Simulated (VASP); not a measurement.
Input of a VASP 6.6.1 run:

File INCAR:

```
SYSTEM = CdC2
PREC = Accurate ; ENCUT = 520
EDIFF = 1E-6 ; ISMEAR = 0
SIGMA = 0.1 ; LREAL = .FALSE.
LASPH = .TRUE. ; NELM = 100
ALGO = Normal ; ISIF = 2
LWAVE = .FALSE. ; LCHARG = .FALSE.
GGA = CA ; NBANDS = 17
```

File KPOINTS:

```
regular mesh
0
G
  8 8 8
  0 0 0
```

Contents of POSCAR:

```
CdC2
1.0
   -2.0435787977      2.0435787977      2.6947303805
    2.0435787977     -2.0435787977      2.6947303805
    2.0435787977      2.0435787977     -2.6947303805
Cd C
1 2
Direct
    0.0000000000      0.0000000000      0.0000000000
    0.6148322779      0.6148322779      0.0000000000
    0.3851677221      0.3851677221      0.0000000000
```

Potentials or basis: VASP PAW LDA potentials, release 64 (Cd, C).

Command:

```sh
$ cat potpaw_LDA.64/Cd/POTCAR potpaw_LDA.64/C/POTCAR > POTCAR
$ mpirun -np 1 vasp_std > vasp.out
```

Task: Predict the band gap on the k mesh.

Result: 3.27 eV, indirect (least direct gap 3.84 eV).

Task: Predict the largest force.

Result: 0.054 eV/Å.

Task: Predict the pressure.

Result: 1.1 GPa.

Forces on the atoms (eV/Å):
```
Cd   0.000  0.000  0.000
C    0.000  0.000 -0.054
C    0.000  0.000  0.054
```

A k mesh can miss the band edges. LDA gaps usually lie below the measured ones, often by a third to a half.
